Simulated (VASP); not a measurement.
A run of VASP 6.6.1:

POSCAR

```
SrO
1.0
    0.0000000000      2.6340450000      2.6982900000
    2.6340450000      0.0000000000      2.6982900000
    2.6340450000      2.6340450000      0.0000000000
Sr O
1 1
Direct
    0.0000000000      0.0000000000      0.0000000000
    0.5000000000      0.5000000000      0.5000000000
```

INCAR.step1

```
PREC = Accurate ; ENCUT = 520
ISMEAR = 0 ; SIGMA = 0.05
LREAL = False ; LASPH = True
NELM = 60 ; NBANDS = 15
GGA = PE ; ALGO = Normal
EDIFF = 1E-4 ; LWAVE = True
LCHARG = False
```

File INCAR.step2:

```
PREC = Accurate ; ENCUT = 520
EDIFF = 1E-6 ; ISMEAR = 0
SIGMA = 0.05 ; LREAL = False
LASPH = True ; NELM = 60
ALGO = Normal ; ISIF = 2
LWAVE = False ; LCHARG = False
METAGGA = R2SCAN ; LMIXTAU = True
NBANDS = 15 ; ISTART = 1
```

File KPOINTS:

```
Automatic mesh
0
Gamma
  8 8 8
```

Potentials or basis: VASP PAW PBE potentials, release 64 (Sr_sv, O).

Launch:

```console
$ cat potpaw_PBE.64/Sr_sv/POTCAR potpaw_PBE.64/O/POTCAR > POTCAR
$ cp INCAR.step1 INCAR
$ mpirun -np 1 vasp_std > vasp.out
$ cp INCAR.step2 INCAR
$ mpirun -np 1 vasp_std > vasp.out
```

Hardware: 1 thread of AMD EPYC 7R43 64-Core Processor (Zen 3) (shared host).

**Question.** How long does it take, and how much memory?

**Answer.** Wall time 2.4 min on 1 thread of AMD EPYC 7R43 64-Core Processor (Zen 3) (shared host), peak memory 0.15 GiB. Counts: k points 59.
